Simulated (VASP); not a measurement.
A run of VASP 6.6.1:

File INCAR:

```
SYSTEM = TaTi3
PREC = Accurate ; ENCUT = 520
EDIFF = 1E-7 ; ISMEAR = -1
SIGMA = 0.05 ; LREAL = .FALSE.
LASPH = .TRUE. ; NELM = 100
ALGO = Normal ; ISIF = 2
LWAVE = .FALSE. ; LCHARG = .FALSE.
GGA = PS ; IVDW = 12
NBANDS = 32
```

File KPOINTS:

```
regular mesh
0
G
  6 6 6
  0 0 0
```

Contents of POSCAR:

```
TaTi3
1.0
    4.0153519808      0.0000000000      0.0000000000
    0.0000000000      4.0153519808      0.0000000000
    0.0000000000      0.0000000000      4.0153519808
Ti Ta
3 1
Direct
    0.0000000000      0.5000000000      0.5000000000
    0.5000000000      0.0000000000      0.5000000000
    0.5000000000      0.5000000000      0.0000000000
    0.0000000000      0.0000000000      0.0000000000
```

Potentials or basis: VASP PAW PBE potentials, release 64 (Ti_sv, Ta_pv).

Command:

```sh
$ cat potpaw_PBE.64/Ti_sv/POTCAR potpaw_PBE.64/Ta_pv/POTCAR > POTCAR
$ mpirun -np 1 vasp_std > vasp.out
```

Hardware: 1 thread of Intel(R) Xeon(R) 6975P-C (Granite Rapids), on a shared host.

**Question.** Estimate the wall time of this run.

**Answer.** Wall time 21 s on 1 thread of Intel(R) Xeon(R) 6975P-C (Granite Rapids) (shared host), peak memory 0.2 GiB. Counts: scf iterations 16, k points 20.
